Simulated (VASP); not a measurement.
AlFe:

```xyz
2
Lattice="2.9100 0.0000 0.0000 0.0000 2.9100 0.0000 0.0000 0.0000 2.9100" Properties=species:S:1:pos:R:3 pbc="T T T"
Al    0.0000    0.0000    0.0000
Fe    1.4550    1.4550    1.4550
```

Base run:

```yaml
Program: VASP 6.6.1
Functional: BLYP
Potentials_or_basis: VASP PAW PBE potentials, release 64 (Al, Fe)
Cutoff: 520 eV
k_mesh: 9 × 9 × 9
Occupations: fermi-dirac, width 0.15 eV
Spin: collinear spin, ferromagnetic start
Starting_moments: "[0.0, 2.4] μB"
```

Its results: pressure -0.9 GPa; net moment 0.57 μB per cell; site moments Al -0.02; Fe +0.61 μB.

After a change of settings the same cell gave: pressure -9.5 GPa; net moment 0.89 μB per cell; site moments Al -0.05; Fe +1.00 μB. Which change was it?
A. functional from BLYP to PBE
B. functional from BLYP to PBEsol; further incar settings from ALGO = Normal; EDIFF = 1e-06; NBANDS = 16 to ALGO = Normal; EDIFF = 1e-07; NBANDS = 16
C. functional from BLYP to r2SCAN
D. functional from BLYP to RPBE

C.

Caveats: the PAW data sets were made with another functional, which shifts forces and pressure a little.
